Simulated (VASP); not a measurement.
**Sb: single point with LDA**

Sb:

```xyz
4
Lattice="3.1351 0.0000 0.0000 -1.5676 2.7151 0.0000 0.0000 0.0000 10.6161" Properties=species:S:1:pos:R:3 pbc="T T T"
Sb    1.5676    2.7151   10.6161
Sb    1.5676    2.7151    5.3080
Sb    0.0000    1.8101    2.6540
Sb    1.5676    0.9050    7.9621
```

This cell differs from its parent crystal: volume scaled by 0.88.

```
Program                : VASP 6.6.1
Task                   : single point
Functional             : LDA
Potentials or basis    : VASP PAW LDA potentials, release 64 (Sb)
Cutoff                 : 520 eV
k mesh                 : 13 × 13 × 4
Occupations            : fermi-dirac, width 0.1 eV
Spin                   : no spin polarisation
Dipole correction      : no
Further INCAR settings : ALGO = Normal; EDIFF = 1e-06; NBANDS = 18
```

The pressure is 12.7 GPa and the band gap on the k mesh is zero (band 10 reaches 16.62 eV, above the bottom of band 11 at 8.20 eV).

Stress tensor (GPa, compression positive):
```
13.23  0.00  0.00
 0.00 13.23  0.00
 0.00  0.00 11.65
```

Levels at points of the mesh, in eV from the Fermi level:
| k point | band 7 | band 8 | band 9 | band 10 | band 11 | band 12 | band 13 | band 14 |
| --- | --- | --- | --- | --- | --- | --- | --- | --- |
| (0.00, 0.00, 0.00) | -1.33 | 4.88 | 4.88 | 5.68 | 5.68 | 5.77 | 5.77 | 5.92 |
| (0.00, 0.00, 0.50) | 2.87 | 2.87 | 5.11 | 5.11 | 5.11 | 5.11 | 6.44 | 6.44 |

It took 41 s on 1 thread of AMD EPYC 7R13 Processor (Zen 3), on a shared host, peak memory 0.18 GiB.

Caveat: spin-orbit coupling is left out, which moves the levels of the heavy elements.
